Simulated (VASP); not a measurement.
## Mg2Sn: single point with PBEsol

Crystal: Mg2Sn.

```
Mg Sn
1.0
     0.00000    3.28682    3.28682
     3.28682    0.00000    3.28682
     3.28682    3.28682    0.00000
Mg Sn
2 1
Cartesian
  1.6434 1.6434 1.6434
  4.9302 4.9302 4.9302
  0.0000 0.0000 0.0000
```

```yaml
Program: VASP 6.6.1
Task: single point
Functional: PBEsol
Potentials_or_basis: VASP PAW PBE potentials, release 64 (Mg, Sn_d)
Cutoff: 600 eV
k_mesh: 12 × 12 × 12
Occupations: fermi-dirac, width 0.1 eV
Spin: no spin polarisation
Dipole_correction: no
Further_INCAR_settings: ALGO = Normal; EDIFF = 1e-06; NBANDS = 16
```

* Pressure: 3.9 GPa

Levels at points of the mesh, in eV from the Fermi level:
| k point | band 5 | band 6 | band 7 | band 8 | band 9 | band 10 | band 11 | band 12 | band 13 | band 14 |
| --- | --- | --- | --- | --- | --- | --- | --- | --- | --- | --- |
| (0.00, 0.00, 0.00) | -20.88 | -9.52 | 0.00 | 0.00 | 0.00 | 1.84 | 2.30 | 2.30 | 2.30 | 4.66 |
| (0.50, 0.00, 0.00) | -20.88 | -8.11 | -5.11 | -0.87 | -0.87 | 1.00 | 2.29 | 2.29 | 4.05 | 7.23 |
| (0.50, 0.50, 0.00) | -20.87 | -7.55 | -4.83 | -2.24 | -2.24 | 0.02 | 0.02 | 7.60 | 7.60 | 7.63 |

Run time: 2.4 min on 1 thread of Intel Xeon 8259CL, with other jobs on the host, peak memory 0.3 GiB.

Caveat: the cell stands under pressure; the PAW data sets were made with another functional, which shifts forces and pressure a little; spin-orbit coupling is left out, which moves the levels of the heavy elements.
